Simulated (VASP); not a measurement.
Crystal: Mo.

```
CELL_PARAMETERS angstrom
-1.57339 1.57339 1.57339
1.57339 -1.57339 1.57339
1.57339 1.57339 -1.57339
ATOMIC_POSITIONS crystal
Mo 0.00000 0.00000 0.00000
```

- Program: VASP 6.6.1
- Task: relaxation of cell and atoms
- Functional: LDA
- Potentials or basis: VASP PAW LDA potentials, release 64 (Mo_sv)
- Cutoff: 600 eV
- k mesh: 19 × 19 × 19
- Occupations: fermi-dirac, width 0.08 eV
- Spin: no spin polarisation

At the start: pressure -8.2 GPa; volume 15.58 Å³/atom.

Where does the relaxation end?

Over 4 steps the energy falls by 12.2 meV/atom and the volume is 15.12 Å³/atom (-3.0 %); space group Im-3m (No. 229, to 0.05 Å).

The path:
| step | energy change (eV) | largest force (eV/Å) | pressure (GPa) | volume (Å³) |
| --- | --- | --- | --- | --- |
| 1 | 0.0000 | 0.0000 | -8.23 | 15.58 |
| 2 | 0.1014 | 0.0000 | 30.84 | 13.84 |
| 3 | -0.0122 | 0.0000 | -0.31 | 15.13 |
| 4 | -0.0122 | 0.0000 | -0.04 | 15.12 |

Final structure:
```xyz
1
Lattice="-1.5577 1.5577 1.5577 1.5577 -1.5577 1.5577 1.5577 1.5577 -1.5577" Properties=species:S:1:pos:R:3 pbc="T T T"
Mo    0.0000    0.0000    0.0000
```
